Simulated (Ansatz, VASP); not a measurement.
**One calculation of PbO2, two programs**

```
CELL_PARAMETERS angstrom
4.98385 0.00000 0.00000
0.00000 4.98385 0.00000
0.00000 0.00000 3.30539
ATOMIC_POSITIONS crystal
Pb 0.00000 0.00000 0.00000
Pb 0.50000 0.50000 0.50000
O 0.30610 0.30610 0.00000
O 0.19390 0.80610 0.50000
O 0.80610 0.19390 0.50000
O 0.69390 0.69390 0.00000
```

Change from the starting cell: uniaxial_z strain -3.0%.

Alike in both runs: task single point; functional PBE; k mesh 6 × 6 × 8; occupations fermi-dirac, width 0.02 eV; no spin polarisation.

```csv
,VASP,Ansatz
version,VASP 6.6.1,Ansatz 0.2.0
potentials or method,"VASP PAW PBE potentials, release 64 (Pb_d, O)","plane waves, PAW"
plane-wave cutoff (eV),520,420
valence electrons in the cell,52,52
```

|  | VASP | Ansatz | Ansatz less VASP |
| --- | --- | --- | --- |
| pressure (GPa) | 12.6 | 12.3 | -0.29 |
| traceless stress, the component that is largest in VASP (GPa) | 4.36 | 4.23 | -0.125 |
| rms of the force components (eV/Å) | 0.034 | 0.028 | -0.0063 |

Atom by atom the forces differ by 0.006 eV/Å (rms over components).

Neither program's run includes spin-orbit coupling.
